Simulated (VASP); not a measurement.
# Na3Zn2N (P6/mmm) in VASP: notebook, part 2 of 2

VASP 6.6.1. The steps go on from the part before.

## 3. Single point, PBE, collinear spin, ferromagnetic start

INCAR reads:

```
  PREC = Accurate
  ENCUT = 520
  EDIFF = 1E-6
  ISMEAR = 0
  SIGMA = 0.1
  LREAL = F
  LASPH = T
  NELM = 150
  ALGO = Normal
  ISIF = 2
  LWAVE = F
  LCHARG = T
  ISPIN = 2
  MAGMOM = 0 0 0 0 0 1
  LORBIT = 11
  GGA = PE
  LELF = T
  LVHAR = T
  NBANDS = 38
```

KPOINTS reads:

```
regular mesh
0
Gamma
  6 6 6
```

POSCAR reads:

```
Na3Zn2N
1.0
    5.4985161000      0.0000000000      0.0000000000
   -2.7492580500      4.7618546200      0.0000000000
    0.0000000000      0.0000000000      3.7233078600
Na Zn N
3 2 1
Direct
    0.5000000000      0.0000000000      0.5000000000
    0.0000000000      0.5000000000      0.5000000000
    0.5000000000      0.5000000000      0.5000000000
    0.3333333300      0.6666666700      0.0000000000
    0.6666666700      0.3333333300      0.0000000000
    0.0000000000      0.0000000000      0.0000000000
```

Potentials or basis: VASP PAW PBE potentials, release 64 (Na_pv, Zn, N).

Run with:

```bash
cat potpaw_PBE.64/Na_pv/POTCAR potpaw_PBE.64/Zn/POTCAR potpaw_PBE.64/N/POTCAR > POTCAR
mpirun -np 1 vasp_std > vasp.out
```

OUTCAR:

```text
PREC = Accurate
   ENCUT = 520
   EDIFF = 1E-6
   ISMEAR = 0
   LREAL = F
   LASPH = T
   NELM = 150
   ISIF = 2
   ISPIN = 2
   LORBIT = 11
   GGA = PE

 ion  position               nearest neighbor table
   1  0.500  0.000  0.500-   4 2.45   5 2.45   4 2.45   5 2.45   2 2.75   3 2.75   3 2.75   2 2.75

   2  0.000  0.500  0.500-   4 2.45   5 2.45   4 2.45   5 2.45   1 2.75   1 2.75   3 2.75   3 2.75

   3  0.500  0.500  0.500-   4 2.45   5 2.45   4 2.45   5 2.45   1 2.75   1 2.75   2 2.75   2 2.75

   4  0.333  0.667  0.000-   1 2.45   1 2.45   2 2.45   2 2.45   3 2.45   3 2.45
   5  0.667  0.333  0.000-   1 2.45   1 2.45   2 2.45   2 2.45   3 2.45   3 2.45
   6  0.000  0.000  0.000-

  LATTYP: Found a hexagonal cell.
 ALAT       =     5.4985161000
 C/A-ratio  =     0.6771477599

  Lattice vectors:

 A1 = (   5.4985161000,   0.0000000000,   0.0000000000)
 A2 = (  -2.7492580500,   4.7618546200,   0.0000000000)
 A3 = (   0.0000000000,   0.0000000000,   3.7233078600)

[... 2139 lines left out ...]
  -------------------------------------------------------------------------------------
  Total        8.5421909      8.5421908     20.8861696      0.0000000      0.0000000      0.0000000
  in kB      140.3877690    140.3877687    343.2565262      0.0000000      0.0000000      0.0000000
  external PRESSURE =     208.0106880 kB  Pullay stress =       0.0000000 kB

 VOLUME and BASIS-vectors are now :
 -----------------------------------------------------------------------------
  energy-cutoff  :      520.00
  volume of cell :       97.49
      direct lattice vectors                 reciprocal lattice vectors
     5.498516100  0.000000000  0.000000000     0.181867250  0.105001106  0.000000000
    -2.749258050  4.761854620  0.000000000     0.000000000  0.210002211  0.000000000
     0.000000000  0.000000000  3.723307860     0.000000000  0.000000000  0.268578382

 POSITION                                       TOTAL-FORCE (eV/Angst)
 -----------------------------------------------------------------------------------
      2.74926      0.00000      1.86165         0.000000      0.000000      0.000000
     -1.37463      2.38093      1.86165         0.000000      0.000000      0.000000
      1.37463      2.38093      1.86165         0.000000      0.000000      0.000000
     -0.00000      3.17457      0.00000        -0.000000      0.000000     -0.000000
      2.74926      1.58728      0.00000         0.000000      0.000000      0.000000
      0.00000      0.00000      0.00000         0.000000      0.000000      0.000000
 -----------------------------------------------------------------------------------
    total drift:                                0.000000     -0.000000      0.000000

  FREE ENERGIE OF THE ION-ELECTRON SYSTEM (eV)
  ---------------------------------------------------
  free  energy   TOTEN  =        -5.5018516101 eV

  energy  without entropy=       -5.4906130796  energy(sigma->0) =       -5.49623234

 total charge

# of ion       s       p       d       tot
------------------------------------------
    1        0.171   6.039   0.000   6.209
    2        0.171   6.039   0.000   6.209
    3        0.171   6.039   0.000   6.209
    4        0.871   0.281   9.720  10.872
    5        0.871   0.281   9.720  10.872
    6        1.334   2.004   0.000   3.338
--------------------------------------------------
tot          3.587  20.683  19.440  43.711

 magnetization (x)

# of ion       s       p       d       tot
------------------------------------------
    1       -0.001  -0.002   0.000  -0.003
    2       -0.001  -0.002   0.000  -0.003
    3       -0.001  -0.002   0.000  -0.003
    4        0.016  -0.020   0.001  -0.002
    5        0.016  -0.020   0.001  -0.002
    6        0.017   0.792   0.000   0.809
--------------------------------------------------
tot          0.047   0.745   0.003   0.795
```

OSZICAR:

```text
N       E                     dE             d eps       ncg     rms          rms(c)
DAV:   1     0.459031225350E+03    0.45903E+03   -0.24440E+04  4256   0.178E+03
DAV:   2     0.432890399462E+02   -0.41574E+03   -0.39876E+03  4264   0.461E+02
DAV:   3    -0.560454412594E+01   -0.48894E+02   -0.46591E+02  4834   0.147E+02
DAV:   4    -0.762502059326E+01   -0.20205E+01   -0.19956E+01  4822   0.286E+01
DAV:   5    -0.765104778343E+01   -0.26027E-01   -0.26018E-01  4664   0.329E+00    0.955E+00
DAV:   6    -0.102125931834E+02   -0.25615E+01   -0.27511E+01  5592   0.201E+01    0.153E+01
DAV:   7    -0.536076702563E+01    0.48518E+01   -0.14853E+01  5618   0.115E+01    0.206E+00
DAV:   8    -0.542206213315E+01   -0.61295E-01   -0.10759E+00  4354   0.321E+00    0.139E+00
DAV:   9    -0.544607261898E+01   -0.24010E-01   -0.14119E-01  4996   0.108E+00    0.162E+00
DAV:  10    -0.547218420777E+01   -0.26112E-01   -0.36477E-02  4724   0.539E-01    0.131E+00
DAV:  11    -0.549667348481E+01   -0.24489E-01   -0.41220E-02  4976   0.546E-01    0.836E-01
DAV:  12    -0.550099889569E+01   -0.43254E-02   -0.63950E-02  4828   0.680E-01    0.283E-01
DAV:  13    -0.550106772178E+01   -0.68826E-04   -0.99374E-03  4568   0.366E-01    0.194E-01
DAV:  14    -0.550197171907E+01   -0.90400E-03   -0.11215E-03  4638   0.110E-01    0.137E-01
DAV:  15    -0.550186039752E+01    0.11132E-03   -0.48395E-04  4436   0.673E-02    0.711E-02
DAV:  16    -0.550184966005E+01    0.10737E-04   -0.20913E-04  4714   0.387E-02    0.270E-02
DAV:  17    -0.550185065343E+01   -0.99338E-06   -0.40819E-05  3958   0.191E-02    0.146E-02
DAV:  18    -0.550185161010E+01   -0.95667E-06   -0.69478E-06  4182   0.922E-03
   1 F= -.55018516E+01 E0= -.54962323E+01  d E =-.112385E-01  mag=     1.0837
```

stdout:

```text
POSCAR found type information on POSCAR NaZnN
 POSCAR found :  3 types and       6 ions
 scaLAPACK will be used
 LDA part: xc-table for (Slater+PW92), standard interpolation
 POSCAR, INCAR and KPOINTS ok, starting setup
 FFT: planning ... GRIDC
 FFT: planning ... GRID_SOFT
 FFT: planning ... GRID
 WAVECAR not read
 entering main loop
```

Wall time 3 min (1 thread of AMD EPYC 7R13 (Zen 3), shared host); peak memory 0.3 GiB.

What came out:

* Free energy: -5.5019 eV
* Pressure: 20.8 GPa
* Net moment: 1.08 μB per cell
* Site moments: Na -0.00; Zn -0.00; N +0.81 μB
* Valence electrons inside the program's atomic spheres: Na 6.21; Zn 10.87; N 3.34

Caveat: the cell stands under pressure.
